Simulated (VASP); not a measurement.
Crystal: Ce.

```
Ce
1.0
     0.00000    2.37746    2.37746
     2.37746    0.00000    2.37746
     2.37746    2.37746    0.00000
Ce
1
Direct
  0.00000 0.00000 0.00000
```

Base run:

```yaml
Program: VASP 6.6.1
Functional: PBE
Potentials_or_basis: VASP PAW PBE potentials, release 64 (Ce)
Cutoff: 500 eV
k_mesh: 11 × 11 × 11
Occupations: methfessel-paxton, width 0.2 eV
Spin: no spin polarisation
```

Its results: band gap on the k mesh zero (band 6 reaches 9.42 eV, above the bottom of band 7 at 9.10 eV); pressure -0.5 GPa.

Problem. After a change of settings the same cell gave: band gap on the k mesh zero (band 6 reaches 9.85 eV, above the bottom of band 7 at 9.30 eV); pressure 5.9 GPa. Which change was it?
A. cutoff from 500 eV to 520 eV; k mesh from 11 × 11 × 11 to 15 × 15 × 15; occupations from methfessel-paxton, width 0.2 eV to fermi-dirac, width 0.1 eV
B. occupations from methfessel-paxton, width 0.2 eV to gaussian, width 1 eV
C. occupations from methfessel-paxton, width 0.2 eV to methfessel-paxton, width 0.6 eV
D. cutoff from 500 eV to 520 eV; k mesh from 11 × 11 × 11 to 6 × 6 × 6; occupations from methfessel-paxton, width 0.2 eV to fermi-dirac, width 0.1 eV

Solution. B.

Caveats: spin-orbit coupling is left out, which moves the levels of the heavy elements.
